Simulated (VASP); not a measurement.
Runs of VASP 6.6.1 on Ni. The structure is that of space group P6_3/mmc (No. 194), or close to it. The cells are those of the table. This isn't the form of Ni at room conditions, which is fcc.

```csv
cell,k mesh for the DOS,occupations for the DOS,gap on the mesh (eV),pressure (GPa),moment (μB)
"a = 2.098, b = 2.098, c = 3.445 Å, angles 90.0, 90.0, 120.0°, 2 atoms",-,-,none,(a),(c)
"a = 2.270, b = 2.270, c = 3.726 Å, angles 90.0, 90.0, 120.0°, 2 atoms",-,-,none,(b),1.07
"a = 2.348, b = 2.348, c = 3.849 Å, angles 90.0, 90.0, 120.0°, 2 atoms",-,-,none,51.2,1.15
"a = 2.187, b = 2.187, c = 3.591 Å, angles 90.0, 90.0, 120.0°, 2 atoms",26 × 26 × 15,tetrahedron,-,-,1.00
"a = 2.489, b = 2.489, c = 4.079 Å, angles 90.0, 90.0, 120.0°, 2 atoms",-,-,none,-0.1,1.28
"a = 2.187, b = 2.187, c = 3.591 Å, angles 90.0, 90.0, 120.0°, 2 atoms",-,-,none,189.5,1.00
```

Alike in all rows: task single point; level PBE; potentials or basis VASP PAW PBE potentials, release 64 (Ni); spin collinear, ferromagnetic start; k mesh 17 × 17 × 10; cutoff (eV) 520; smearing fermi-dirac 0.08 eV.

**Question.** Estimate the missing entries.

**Answer.** (a) 338.9; (b) 103.1; (c) 0.90.

Caveats: the cell stands under pressure (at least some runs); tetrahedron occupations give inexact forces and stress in metals (at least some runs).

A gap of «none» marks levels without a gap at the run's occupations.
